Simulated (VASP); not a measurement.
AgOs4:

```xyz
5
Lattice="-2.6750 2.6750 2.6750 2.6750 -2.6750 2.6750 2.6750 2.6750 -2.6750" Properties=species:S:1:pos:R:3 pbc="T T T"
Ag    0.0000    0.0000    0.0000
Os    1.3375    1.3375   -1.3375
Os   -1.3375    1.3375    1.3375
Os    1.3375    1.3375    1.3375
Os    1.3375   -1.3375    1.3375
```

- Program: VASP 6.6.1
- Task: relaxation of cell and atoms
- Functional: PBE
- Potentials or basis: VASP PAW PBE potentials, release 64 (Ag, Os)
- Cutoff: 600 eV
- k mesh: 4 × 4 × 4
- Occupations: gaussian, width 0.1 eV
- Spin: no spin polarisation

At the start: pressure 60.0 GPa; volume 15.31 Å³/atom.

Task: How do energy, volume and symmetry change on relaxing?

Result: Over 5 steps the energy falls by 489.7 meV/atom and the volume is 18.46 Å³/atom (+20.5 %); space group Im-3m (No. 229, to 0.05 Å).

The path:
```csv
step,energy change (eV),largest force (eV/Å),pressure (GPa),volume (Å³)
1,0.0000,0.0000,59.97,76.57
2,7.4901,0.0000,-26.40,159.27
3,-2.3328,0.0000,-8.25,96.59
4,-2.4399,0.0000,-2.37,93.43
5,-2.4485,0.0000,0.04,92.29
```

Final structure:
```
Ag Os
1.0
    -2.84682    2.84682    2.84682
     2.84682   -2.84682    2.84682
     2.84682    2.84682   -2.84682
Ag Os
1 4
Direct
  0.00000 0.00000 0.00000
  0.00000 0.00000 0.50000
  0.50000 0.00000 0.00000
  0.50000 0.50000 0.50000
  0.00000 0.50000 0.00000
```

Caveat: the k points lie up to 0.39 Å⁻¹ apart in the final cell; the volume moved by over 15 % at a fixed basis, so the end points are rough.
